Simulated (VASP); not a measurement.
# NaCl (vib) (Fm-3m) in VASP: further runs

Runs on NaCl (vib). Level: LDA. Tasks: single point, relaxation of cell and atoms.

Everything below comes from runs of VASP 6.6.1. Logs are shortened: lines on timing, memory, paths and dates and some standing lists are left out, and cuts for length are marked.

## Step 1: The cell of the first run

Symmetry: Fm-3m, No. 225, cubic system. Conventional cell: a = 5.464 Å, b = 5.464 Å, c = 5.464 Å, α = 90.00°, β = 90.00°, γ = 90.00°. Na (site symmetry m-3m) has 6 Cl at 2.73 Å within 3.6 Å. Cl (site symmetry m-3m) has 6 Na at 2.73 Å within 3.6 Å.

## Step 2: Single point, LDA

Input file INCAR:

```
SYSTEM = NaCl
PREC = Accurate
ENCUT = 500
EDIFF = 1E-6
ISMEAR = 0
SIGMA = 0.02
LREAL = .False.
LASPH = .True.
NELM = 120
ALGO = Normal
ISIF = 2
LWAVE = .False.
LCHARG = .False.
GGA = CA
NBANDS = 14
GGA_COMPAT = .False.
```

Input file KPOINTS:

```
Automatic mesh
0
Gamma
  6 6 6
  0 0 0
```

Input file POSCAR:

```
NaCl
1.0
    0.0000000000      2.7321020083      2.7321020083
    2.7321020083      0.0000000000      2.7321020083
    2.7321020083      2.7321020083      0.0000000000
Na Cl
1 1
Direct
    0.0000000000      0.0000000000      0.0000000000
    0.5000000000      0.5000000000      0.5000000000
```

Potentials or basis: VASP PAW LDA potentials, release 64 (Na_pv, Cl).

Started as:

```bash
cat potpaw_LDA.64/Na_pv/POTCAR potpaw_LDA.64/Cl/POTCAR > POTCAR
mpirun -np 1 vasp_std > vasp.out
```

OUTCAR:

```text
SYSTEM = NaCl
   PREC = Accurate
   ENCUT = 500
   EDIFF = 1E-6
   ISMEAR = 0
   LREAL = .False.
   LASPH = .True.
   NELM = 120
   ISIF = 2
   GGA = CA

 ion  position               nearest neighbor table
   1  0.000  0.000  0.000-
   2  0.500  0.500  0.500-

  LATTYP: Found a face centered cubic cell.
 ALAT       =     5.4642040166

  Lattice vectors:

 A1 = (   0.0000000000,   2.7321020083,   2.7321020083)
 A2 = (   2.7321020083,   0.0000000000,   2.7321020083)
 A3 = (   2.7321020083,   2.7321020083,   0.0000000000)

Analysis of symmetry for initial positions (statically):
=====================================================================
 Subroutine PRICEL returns:
 Original cell was already a primitive cell.

 Routine SETGRP: Setting up the symmetry group for a
 face centered cubic supercell.

 Subroutine GETGRP returns: Found 48 space group operations
 (whereof 48 operations were pure point group operations)
 out of a pool of 48 trial point group operations.

The static configuration has the point symmetry O_h .

Analysis of symmetry for dynamics (positions and initial velocities):
=====================================================================
 Subroutine PRICEL returns:
 Original cell was already a primitive cell.

 Routine SETGRP: Setting up the symmetry group for a
 face centered cubic supercell.

 Subroutine GETGRP returns: Found 48 space group operations
 (whereof 48 operations were pure point group operations)
 out of a pool of 48 trial point group operations.

The dynamic configuration has the point symmetry O_h .

 Subroutine INISYM returns: Found 48 space group operations
 (whereof 48 operations are pure point group operations),
 and found     1 'primitive' translations

----------------------------------------------------------------------------------------

                                     Primitive cell

  volume of cell :      40.7869

  direct lattice vectors                    reciprocal lattice vectors
     0.000000000  2.732102008  2.732102008    -0.183009272  0.183009272  0.183009272
     2.732102008  0.000000000  2.732102008     0.183009272 -0.183009272  0.183009272
     2.732102008  2.732102008  0.000000000     0.183009272  0.183009272 -0.183009272

  length of vectors
     3.863775714  3.863775714  3.863775714     0.316981358  0.316981358  0.316981358

  position of ions in fractional coordinates (direct lattice)
     0.000000000  0.000000000  0.000000000
     0.500000000  0.500000000  0.500000000

  ion indices of the primitive-cell ions
   primitive index   ion index
                 1           1
                 2           2

----------------------------------------------------------------------------------------

 KPOINTS: Automatic mesh

Automatic generation of k-mesh.
 Grid dimensions read from file:
 generate k-points for:    6    6    6

 Generating k-lattice:

  Cartesian coordinates                     Fractional coordinates (reciprocal lattice)
    -0.030501545  0.030501545  0.030501545     0.166666667  0.000000000  0.000000000
     0.030501545 -0.030501545  0.030501545     0.000000000  0.166666667  0.000000000
     0.030501545  0.030501545 -0.030501545     0.000000000  0.000000000  0.166666667

  Length of vectors
     0.052830226  0.052830226  0.052830226

  Shift w.r.t. Gamma in fractional coordinates (k-lattice)
     0.000000000  0.000000000  0.000000000

 Subroutine IBZKPT returns following result:
 ===========================================

 Found     16 irreducible k-points:

 Following reciprocal coordinates:
            Coordinates               Weight
  0.000000  0.000000  0.000000      1.000000
  0.166667  0.000000  0.000000      8.000000
  0.333333  0.000000  0.000000      8.000000
  0.500000  0.000000  0.000000      4.000000
  0.166667  0.166667  0.000000      6.000000
  0.333333  0.166667  0.000000     24.000000
[... 8 lines left out ...]
 -0.333333  0.333333  0.166667     24.000000
 -0.333333  0.500000  0.166667     12.000000
[... 51 lines left out ...]
      8       6.6114      0.00000
      9       9.8575      0.00000
     10      10.7705      0.00000
     11      10.7705      0.00000
     12      13.7885      0.00000
     13      13.7885      0.00000
     14      15.1353      0.00000

 k-point     4 :       0.5000    0.0000    0.0000
  band No.  band energies     occupation
      1     -21.0340      2.00000
      2     -20.9887      2.00000
      3     -20.9887      2.00000
      4     -12.7099      2.00000
      5      -2.6924      2.00000
      6      -0.6917      2.00000
      7      -0.6917      2.00000
      8       6.6962      0.00000
      9      10.5421      0.00000
     10      10.5421      0.00000
     11      10.6946      0.00000
     12      14.8063      0.00000
     13      16.1607      0.00000
     14      16.1607      0.00000

 k-point     5 :       0.1667    0.1667    0.0000
  band No.  band energies     occupation
      1     -20.9967      2.00000
      2     -20.9886      2.00000
      3     -20.9886      2.00000
      4     -13.0384      2.00000
      5      -1.1224      2.00000
      6      -0.5596      2.00000
      7      -0.5596      2.00000
      8       5.9224      0.00000
      9       9.2194      0.00000
     10      11.3209      0.00000
     11      11.3209      0.00000
[... 140 lines left out ...]
 k-point    14 :       0.5000    0.3333    0.1667
  band No.  band energies     occupation
      1     -21.0173      2.00000
      2     -20.9995      2.00000
      3     -20.9926      2.00000
      4     -12.7199      2.00000
      5      -2.1325      2.00000
      6      -1.2735      2.00000
      7      -0.8843      2.00000
      8       8.1414      0.00000
      9       8.6007      0.00000
     10       9.4286      0.00000
     11      12.0807      0.00000
     12      13.3716      0.00000
     13      16.0327      0.00000
     14      16.6411      0.00000

 k-point    15 :      -0.3333    0.3333    0.1667
  band No.  band energies     occupation
      1     -21.0181      2.00000
      2     -21.0032      2.00000
      3     -20.9953      2.00000
      4     -12.6499      2.00000
      5      -2.1497      2.00000
      6      -1.5653      2.00000
      7      -1.0166      2.00000
      8       8.4679      0.00000
      9       8.8265      0.00000
     10       9.6332      0.00000
     11      11.6090      0.00000
     12      14.0678      0.00000
     13      15.6262      0.00000
     14      16.7431      0.00000

 k-point    16 :      -0.3333    0.5000    0.1667
  band No.  band energies     occupation
      1     -21.0129      2.00000
      2     -21.0032      2.00000
      3     -21.0012      2.00000
      4     -12.6363      2.00000
      5      -2.1040      2.00000
      6      -1.4727      2.00000
      7      -1.2379      2.00000
      8       8.0283      0.00000
      9       8.2781      0.00000
     10      10.2564      0.00000
     11      11.8816      0.00000
     12      15.2242      0.00000
     13      16.3118      0.00000
     14      16.3482      0.00000

------------------------ aborting loop because EDIFF is reached ----------------------------------------

  FORCE on cell =-STRESS in cart. coord.  units (eV):
  Direction    XX          YY          ZZ          XY          YZ          ZX
  --------------------------------------------------------------------------------------
  -------------------------------------------------------------------------------------
  Total        0.0020009      0.0020009      0.0020009      0.0000000     -0.0000000      0.0000000
  in kB        0.0786004      0.0786004      0.0786004      0.0000000     -0.0000000      0.0000000
  external PRESSURE =       0.0786004 kB  Pullay stress =       0.0000000 kB

 VOLUME and BASIS-vectors are now :
 -----------------------------------------------------------------------------
  energy-cutoff  :      500.00
  volume of cell :       40.79
      direct lattice vectors                 reciprocal lattice vectors
     0.000000000  2.732102008  2.732102008    -0.183009272  0.183009272  0.183009272
     2.732102008  0.000000000  2.732102008     0.183009272 -0.183009272  0.183009272
     2.732102008  2.732102008  0.000000000     0.183009272  0.183009272 -0.183009272

 POSITION                                       TOTAL-FORCE (eV/Angst)
 -----------------------------------------------------------------------------------
      0.00000      0.00000      0.00000        -0.000000     -0.000000     -0.000000
      2.73210      2.73210      2.73210         0.000000      0.000000      0.000000
 -----------------------------------------------------------------------------------
    total drift:                                0.000000      0.000000      0.000000

  FREE ENERGIE OF THE ION-ELECTRON SYSTEM (eV)
  ---------------------------------------------------
  free  energy   TOTEN  =        -7.3890015453 eV

  energy  without entropy=       -7.3890015453  energy(sigma->0) =       -7.38900155
```

Run time: 5.4 s. Hardware: 1 thread of Intel Xeon Platinum 8488C (Sapphire Rapids), shared host; peak memory 0.13 GiB.

What came out:

```yaml
Free_energy: -7.3890 eV
Pressure: 0.0 GPa
Band_gap_on_the_k_mesh: 5.08 eV, direct
```

Levels at points of the mesh, in eV from the valence-band top:
```tsv
k point	band 5	band 6	band 7	band 8	band 9	band 10
(0.00, 0.00, 0.00)	0.00	0.00	0.00	5.08	10.93	10.93
(0.50, 0.00, 0.00)	-2.34	-0.33	-0.33	7.05	10.90	10.90
(0.50, 0.50, 0.00)	-2.01	-0.72	-0.72	7.44	7.63	11.63
```

## Step 3: Single point, LDA

Input file INCAR:

```
SYSTEM = NaCl
PREC = Accurate
ENCUT = 500
EDIFF = 1E-6
ISMEAR = 0
SIGMA = 0.02
LREAL = .FALSE.
LASPH = .TRUE.
NELM = 120
ALGO = Normal
ISIF = 2
LWAVE = .FALSE.
LCHARG = .FALSE.
NBANDS = 14
GGA_COMPAT = .FALSE.
```

Input file KPOINTS:

```
Automatic mesh
0
G
  6 6 6
  0 0 0
```

POSCAR is that of step 2.

Potentials or basis: VASP PAW LDA potentials, release 64 (Na_pv, Cl).

Started as:

```bash
cat potpaw_LDA.64/Na_pv/POTCAR potpaw_LDA.64/Cl/POTCAR > POTCAR
mpirun -np 1 vasp_std > vasp.out
```

Wall time 4.7 s (1 thread of Intel Xeon Platinum 8488C (Sapphire Rapids), shared host); peak memory 0.13 GiB.

The run converged. Its results:

| Item | Value |
| --- | --- |
| Free energy | -7.3890 eV |
| Pressure | 0.0 GPa |
| Band gap on the k mesh | 5.08 eV, direct |

Levels at points of the mesh, in eV from the valence-band top:
| k point | band 5 | band 6 | band 7 | band 8 | band 9 | band 10 |
| --- | --- | --- | --- | --- | --- | --- |
| (0.00, 0.00, 0.00) | 0.00 | 0.00 | 0.00 | 5.08 | 10.93 | 10.93 |
| (0.50, 0.00, 0.00) | -2.34 | -0.33 | -0.33 | 7.05 | 10.90 | 10.90 |
| (0.50, 0.50, 0.00) | -2.01 | -0.72 | -0.72 | 7.44 | 7.63 | 11.63 |

As with any semilocal functional, this LDA gap is likely too small.

## Step 4: Single point, LDA

This run uses another cell than the first one, of 22.99 Å³/atom, 1.127 times its volume.

Input file INCAR:

```
ALGO     = Normal         # electronic algorithm
EDIFF    = 1E-6           # SCF threshold, eV
ENCUT    = 500            # plane-wave cutoff, eV
GGA_COMPAT= False        
ISIF     = 2              # what is computed and relaxed
ISMEAR   = 0              # smearing method
LASPH    = True           # aspherical terms in the spheres
LCHARG   = True           # write CHGCAR
LELF     = True           # ELF
LREAL    = False          # projectors in reciprocal space
LVHAR    = True         
LWAVE    = False          # write WAVECAR
NBANDS   = 14             # bands
NELM     = 120            # most SCF steps
PREC     = Accurate       # precision mode
SIGMA    = 0.1            # smearing width, eV
```

Input file KPOINTS:

```
k-points
0
Gamma
  6 6 6
```

Input file POSCAR:

```
NaCl
1.0
    0.0000000000      2.8434500000      2.8434500000
    2.8434500000      0.0000000000      2.8434500000
    2.8434500000      2.8434500000      0.0000000000
Na Cl
1 1
Direct
    0.0000000000      0.0000000000      0.0000000000
    0.5000000000      0.5000000000      0.5000000000
```

Started as:

```bash
cat potpaw_LDA.64/Na_pv/POTCAR potpaw_LDA.64/Cl/POTCAR > POTCAR
mpirun -np 1 vasp_std > vasp.out
```

It took 7.8 s on 1 thread of Intel Xeon Platinum 8488C (Sapphire Rapids), shared host; peak memory 0.14 GiB.

The run converged. Its results:

```yaml
Free_energy: -7.3375 eV
Pressure: -2.9 GPa
Band_gap_on_the_k_mesh: 4.61 eV, direct
```

Levels at points of the mesh, in eV from the valence-band top:
```csv
k point,band 3,band 4,band 5,band 6,band 7,band 8,band 9,band 10,band 11,band 12
"(0.00, 0.00, 0.00)",-20.82,-12.53,0.00,0.00,0.00,4.61,10.82,10.82,10.82,13.02
"(0.50, 0.00, 0.00)",-20.82,-12.20,-1.95,-0.26,-0.26,6.84,10.07,10.61,10.61,14.38
"(0.50, 0.50, 0.00)",-20.83,-12.15,-1.67,-0.60,-0.60,7.10,7.75,10.76,14.11,14.11
```

## Step 5: Relaxation of cell and atoms, LDA

Input file INCAR:

```
SYSTEM = NaCl
PREC = Accurate
ENCUT = 500
EDIFF = 1E-7
ISMEAR = 0
SIGMA = 0.02
LREAL = .False.
LASPH = .True.
NELM = 120
ALGO = Normal
ISIF = 3
LWAVE = .False.
LCHARG = .False.
IBRION = 2
NSW = 100
EDIFFG = -0.002
GGA_COMPAT = .False.
NELMIN = 4
```

Input file KPOINTS:

```
regular mesh
0
Gamma
  6 6 6
  0 0 0
```

Input file POSCAR:

```
NaCl
1.0
    0.0000000000      2.7321020083      2.7321020083
    2.7321020083      0.0000000000      2.7321020083
    2.7321020083      2.7321020083      0.0000000000
Na Cl
1 1
Direct
    0.0000000000      0.0000000000      0.0000000000
    0.5000000000      0.5000000000      0.5000000000
```

Started as:

```bash
cat potpaw_LDA.64/Na_pv/POTCAR potpaw_LDA.64/Cl/POTCAR > POTCAR
mpirun -np 1 vasp_std > vasp.out
```

Wall time 5.7 s (1 thread of Intel Xeon Platinum 8488C (Sapphire Rapids), shared host); peak memory 0.13 GiB.

The run converged. Its results:

```yaml
Free_energy: -7.3890 eV
Relaxed_volume: 20.38 Å³/atom
Relaxed_cell: a = 3.863 Å, b = 3.863 Å, c = 3.863 Å, α = 60.00°, β = 60.00°, γ = 60.00°
Space_group_after_relaxing_to_0.05_Å: Fm-3m (No. 225)
Energy_gained_by_relaxing: 0.0 meV/atom
Ionic_steps: 2
Pressure_after_relaxing: 0.0 GPa
Band_gap_on_the_k_mesh: 5.08 eV, direct
```

Final structure:
```
CELL_PARAMETERS angstrom
0.00000 2.73162 2.73162
2.73162 0.00000 2.73162
2.73162 2.73162 0.00000
ATOMIC_POSITIONS crystal
Na 0.00000 0.00000 0.00000
Cl 0.50000 0.50000 0.50000
```

Levels at points of the mesh, in eV from the valence-band top:
| k point | band 3 | band 4 | band 5 | band 6 | band 7 | band 8 | band 9 | band 10 | band 11 |
| --- | --- | --- | --- | --- | --- | --- | --- | --- | --- |
| (0.00, 0.00, 0.00) | -20.63 | -12.83 | 0.00 | 0.00 | 0.00 | 5.08 | 10.93 | 10.93 | 10.93 |
| (0.50, 0.00, 0.00) | -20.63 | -12.35 | -2.34 | -0.34 | -0.34 | 7.05 | 10.90 | 10.90 | 11.06 |
| (0.50, 0.50, 0.00) | -20.64 | -12.30 | -2.01 | -0.72 | -0.72 | 7.44 | 7.63 | 11.63 | 15.19 |

## Step 6: Relaxation of cell and atoms, LDA

This run uses another cell than the first one, of 22.99 Å³/atom, 1.127 times its volume.

Input file INCAR:

```
SYSTEM = NaCl
PREC     = Accurate       ! precision mode
ENCUT    = 500            ! plane-wave cutoff, eV
EDIFF    = 1E-7           ! SCF threshold, eV
ISMEAR   = 0              ! smearing method
SIGMA    = 0.02           ! smearing width, eV
LREAL    = .False.        ! projectors in reciprocal space
LASPH    = .True.         ! aspherical terms in the spheres
NELM     = 120            ! most SCF steps
ALGO     = Normal         ! electronic algorithm
ISIF     = 3              ! what is computed and relaxed
LWAVE    = .False.        ! write WAVECAR
LCHARG   = .False.        ! write CHGCAR
GGA      = CA             ! functional
IBRION   = 2              ! ionic algorithm
NSW      = 100            ! ionic steps
EDIFFG   = -0.002         ! ionic threshold
GGA_COMPAT= .False.      
NELMIN   = 4
```

Input file KPOINTS:

```
Automatic mesh
0
Gamma
  6 6 6
  0 0 0
```

Input file POSCAR:

```
NaCl
1.0
    0.0000000000      2.8434500000      2.8434500000
    2.8434500000      0.0000000000      2.8434500000
    2.8434500000      2.8434500000      0.0000000000
Na Cl
1 1
Direct
    0.0000000000      0.0000000000      0.0000000000
    0.5000000000      0.5000000000      0.5000000000
```

Potentials or basis: VASP PAW LDA potentials, release 64 (Na_pv, Cl).

Started as:

```bash
cat potpaw_LDA.64/Na_pv/POTCAR potpaw_LDA.64/Cl/POTCAR > POTCAR
mpirun -np 1 vasp_std > vasp.out
```

Run time: 18 s. Hardware: 1 thread of Intel Xeon Platinum 8488C (Sapphire Rapids), shared host; peak memory 0.14 GiB.

Results (log left out):

```
Free energy                            : -7.3906 eV
Relaxed volume                         : 20.39 Å³/atom
Relaxed cell                           : a = 3.864 Å, b = 3.864 Å, c = 3.864 Å, α = 60.00°, β = 60.00°, γ = 60.00°
Space group after relaxing (to 0.05 Å) : Fm-3m (No. 225)
Energy gained by relaxing              : 26.6 meV/atom
Ionic steps                            : 4
Pressure after relaxing                : 0.0 GPa
Band gap on the k mesh                 : 5.08 eV, direct
```

The path:
```tsv
step	energy change (eV)	largest force (eV/Å)	pressure (GPa)	volume (Å³)
1	0.0000	0.0000	-2.94	45.98
2	-0.0401	0.0000	-1.64	43.23
3	-0.0530	0.0000	-0.20	41.06
4	-0.0531	0.0000	0.01	40.78
```

Final structure:
```xyz
2
Lattice="0.0000 2.7320 2.7320 2.7320 0.0000 2.7320 2.7320 2.7320 0.0000" Properties=species:S:1:pos:R:3 pbc="T T T"
Na    5.4640    2.7320    2.7320
Cl    2.7320    2.7320    2.7320
```

Levels at points of the mesh, in eV from the valence-band top:
| k point | band 5 | band 6 | band 7 | band 8 | band 9 | band 10 |
| --- | --- | --- | --- | --- | --- | --- |
| (0.00, 0.00, 0.00) | 0.00 | 0.00 | 0.00 | 5.08 | 10.93 | 10.93 |
| (0.50, 0.00, 0.00) | -2.34 | -0.33 | -0.33 | 7.05 | 10.90 | 10.90 |
| (0.50, 0.50, 0.00) | -2.01 | -0.72 | -0.72 | 7.44 | 7.63 | 11.63 |

Caveat: the volume moved by -11 % from the deposited cell, more than functionals usually miss. Zero-point motion and thermal expansion aren't in these numbers.

## Step 7: Summary

| task | cell | smearing | gap on the mesh (eV) | pressure (GPa) | relaxed volume (Å³/atom) |
| --- | --- | --- | --- | --- | --- |
| single point | a = 3.864 Å, angles 60.0°, 2 atoms | gaussian 0.02 eV | 5.08 | 0.0 | - |
| single point | a = 4.021 Å, angles 60.0°, 2 atoms | gaussian 0.1 eV | 4.61 | -2.9 | - |
| relaxation of cell and atoms | relaxed from a = 3.864 Å, angles 60.0°, 2 atoms | gaussian 0.02 eV | 5.08 | 0.0 | 20.38 |
| relaxation of cell and atoms | relaxed from a = 4.021 Å, angles 60.0°, 2 atoms | gaussian 0.02 eV | 5.08 | 0.0 | 20.39 |

Alike in all rows: level LDA; potentials or basis VASP PAW LDA potentials, release 64 (Na_pv, Cl); no spin polarisation; k mesh 6 × 6 × 6; cutoff (eV) 500.

Caveats: the volume moved by -11 % from the deposited cell, more than functionals usually miss (some runs).

Total energies depend on the potentials used, so only differences within one code and one set of settings carry meaning.
